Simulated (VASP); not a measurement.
**AgCl: single point with PBEsol**

Crystal: AgCl.

```
CELL_PARAMETERS angstrom
0.00000 2.73519 2.73519
2.73519 0.00000 2.73519
2.73519 2.73519 0.00000
ATOMIC_POSITIONS crystal
Ag 0.00000 0.00000 0.00000
Cl 0.50000 0.50000 0.50000
```

| Property | Result |
| --- | --- |
| Program | VASP 6.6.1 |
| Task | single point |
| Functional | PBEsol |
| Potentials or basis | VASP PAW PBE potentials, release 64 (Ag, Cl) |
| Cutoff | 520 eV |
| k mesh | 9 × 9 × 9 |
| Occupations | fermi-dirac, width 0.01 eV |
| Spin | no spin polarisation |

```yaml
Pressure: -0.8 GPa
Band_gap_on_the_k_mesh: 0.77 eV (least direct gap 3.14 eV)
```

Levels at points of the mesh, in eV from the valence-band top:
```tsv
k point	band 5	band 6	band 7	band 8	band 9	band 10	band 11	band 12	band 13	band 14
(0.00, 0.00, 0.00)	-2.56	-2.56	-2.46	-2.46	-2.46	0.77	10.78	10.78	10.78	12.07
```

Run time: 27 s on 1 thread of Intel Xeon 8259CL (shared host), peak memory 0.18 GiB.

Caveat: semilocal functionals underestimate gaps, and a narrow one can read as zero; the PAW data sets were made with another functional, which shifts forces and pressure a little; an odd mesh through Γ misses points on the zone boundary, where band edges can lie.
